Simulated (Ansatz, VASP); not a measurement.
**Two plane-wave programs on ZnS**

```
Zn S
1.0
     3.80672    0.00000    0.00000
    -1.90336    3.29672    0.00000
     0.00000    0.00000    6.24574
Zn S
2 2
Direct
  0.33333 0.66667 0.00539
  0.66667 0.33333 0.50539
  0.33333 0.66667 0.37961
  0.66667 0.33333 0.87961
```

Alike in both runs: task single point; functional r2SCAN; k mesh 6 × 6 × 4; occupations gaussian, width 0.05 eV; no spin polarisation.

|  | VASP | Ansatz |
| --- | --- | --- |
| version | VASP 6.6.1 | Ansatz 0.2.0 |
| potentials or method | VASP PAW PBE potentials, release 64 (Zn, S), cutoff 520 eV | scalar-relativistic, plane waves, PAW |
| valence electrons in the cell | 36 | 36 |

Ansatz gave:

| Property | Result |
| --- | --- |
| gap on the k mesh at the Fermi level (eV) | 2.78 |
| least direct gap on the mesh (eV) | 2.78 |
| pressure (GPa) | 0.0 |

**Question.** What did VASP give for the same quantities?

**Answer.** gap on the k mesh at the Fermi level (eV): 2.79; least direct gap on the mesh (eV): 2.79; pressure (GPa): 0.0.

VASP's potentials were made for PBE, not for r2SCAN. With one functional, cell and mesh, what is left measures potentials, basis and numerics.
